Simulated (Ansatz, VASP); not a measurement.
**As in VASP and in Ansatz**

Contents of INCAR:

```
  PREC = Accurate
  ENCUT = 400
  EDIFF = 1E-6
  ISMEAR = 0
  SIGMA = 0.01
  LREAL = False
  LASPH = True
  NELM = 120
  ALGO = Normal
  ISIF = 2
  LWAVE = False
  LCHARG = False
  LDIPOL = True
  IDIPOL = 3
  DIPOL = 0.5 0.5 0.347
  NBANDS = 22
  GGA_COMPAT = False
  NELMDL = -8
```

The input KPOINTS:

```
regular mesh
0
Gamma
  6 6 1
```

Contents of POSCAR:

```
As
1.0
    3.5749013640      0.0000000000      0.0000000000
   -1.7874506820      3.0959553972      0.0000000000
    0.0000000000      0.0000000000     26.4156438000
As
2
Direct
    0.3333333333      0.6666666667      0.3206195636
    0.6666666667      0.3333333333      0.3724478490
```

Input for Ansatz:

```yaml
crystal:
  lattice:
    - [3.574901364, 0.0, 0.0]
    - [-1.787450682, 3.0959553972, 0.0]
    - [0.0, 0.0, 26.4156438]
  atoms:
    - { symbol: As, position: [0.3333333333, 0.6666666667, 0.3206195636] }
    - { symbol: As, position: [0.6666666667, 0.3333333333, 0.372447849] }
  periodic: [true, true, false]
kpoints:
  mp_grid: { grid: [6, 6, 1] }
hamiltonian:
  xc: lda
scf:
  occupations: { method: fixed }
output:
  optics:
    e_range: [0, 20]
    de: 0.1
    sigma: 0.25
    scissors: 0
    scheme: fermi_dirac
    bands: { spectra_wanted_up_to: 20 }
  write_density: true
  write_potential: true
  elf: true
  volumetric_format: npy
```

Alike in both runs: task single point; functional LDA; k mesh 6 × 6 × 1; no spin polarisation.

```csv
,VASP,Ansatz
version,VASP 6.6.1,Ansatz 0.2.0
potentials or method,"VASP PAW LDA potentials, release 64 (As_d)","plane waves, PAW"
plane-wave cutoff (eV),400,420
occupations,"gaussian, width 0.01 eV",fixed
valence electrons in the cell,30,30
```

VASP gave:

```
gap on the k mesh at the Fermi level (eV) : 1.59
```

Task: Which values does Ansatz return?

Result: gap on the k mesh at the Fermi level (eV): 1.58.

LDA's correlation is that of Perdew and Zunger in VASP and of Perdew and Wang (1992) in Ansatz. Ansatz's warnings: xc potential rough in thin density.
